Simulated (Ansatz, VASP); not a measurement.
## Ge3Os in VASP and in Ansatz

INCAR

```
SYSTEM = Ge3Os
PREC = Accurate
ENCUT = 600
EDIFF = 1E-6
ISMEAR = 0
SIGMA = 0.1
LREAL = .FALSE.
LASPH = .TRUE.
NELM = 60
ALGO = Normal
ISIF = 3
LWAVE = .FALSE.
LCHARG = .FALSE.
GGA = PE
IBRION = 2
NSW = 90
EDIFFG = -0.04
```

The input KPOINTS:

```
Automatic mesh
0
G
  4 4 4
  0 0 0
```

Contents of POSCAR:

```
Ge3Os
1.0
   -2.7804787600      2.7804787600      2.7804787600
    2.7804787600     -2.7804787600      2.7804787600
    2.7804787600      2.7804787600     -2.7804787600
Ge Os
3 1
Direct
    0.0000000000      0.5000000000      0.5000000000
    0.5000000000      0.0000000000      0.5000000000
    0.5000000000      0.5000000000      0.0000000000
    0.0000000000      0.0000000000      0.0000000000
```

Input for Ansatz:

```yaml
crystal:
  lattice:
    - [-2.78047876, 2.78047876, 2.78047876]
    - [2.78047876, -2.78047876, 2.78047876]
    - [2.78047876, 2.78047876, -2.78047876]
  atoms:
    - { symbol: Ge, position: [0.0, 0.5, 0.5] }
    - { symbol: Ge, position: [0.5, 0.0, 0.5] }
    - { symbol: Ge, position: [0.5, 0.5, 0.0] }
    - { symbol: Os, position: [0.0, 0.0, 0.0] }
basis:
  ecutwfc: 420
kpoints:
  mp_grid: { grid: [4, 4, 4] }
hamiltonian:
  xc: pbe
scf:
  occupations: { method: gaussian, width: 0.1 }
  lower_state_search: "off"
output:
  forces: true
  stress: true
  eigenvalues: true
relax:
  adjacent_minimum: "off"
  f_tol: 0.04
  max_steps: 70
  cell: { stress_tol: 0.4 }
```

Alike in both runs: task relaxation of cell and atoms; functional PBE; k mesh 4 × 4 × 4; occupations gaussian, width 0.1 eV; no spin polarisation.

|  | VASP | Ansatz |
| --- | --- | --- |
| version | VASP 6.6.1 | Ansatz 0.2.0 |
| potentials or method | VASP PAW PBE potentials, release 64 (Ge_d, Os), cutoff 600 eV | scalar-relativistic, plane waves, PAW |
| valence electrons in the cell | 50 | 58 |

|  | VASP | Ansatz | Ansatz less VASP |
| --- | --- | --- | --- |
| gap on the k mesh at the Fermi level, each at its own relaxed structure (eV) | none | none | - |
| relaxed volume (Å³/atom) | 17.75 | 17.70 | -0.055 |
| relaxed length of the cell vector where the two differ most in proportion (Å) | 4.518 | 4.514 | -0.0046 |

A gap of «none» marks a metal or a gap that the smearing closes. VASP's potentials hold 50 valence electrons a cell and Ansatz's 58, so a difference there can come from the potentials and not from the codes.

The k mesh is coarse, so the values compare programs but aren't converged. Spin-orbit coupling is off throughout. Noted on VASP's run: the volume moved by over 15 % at a fixed basis, so the end points are rough.
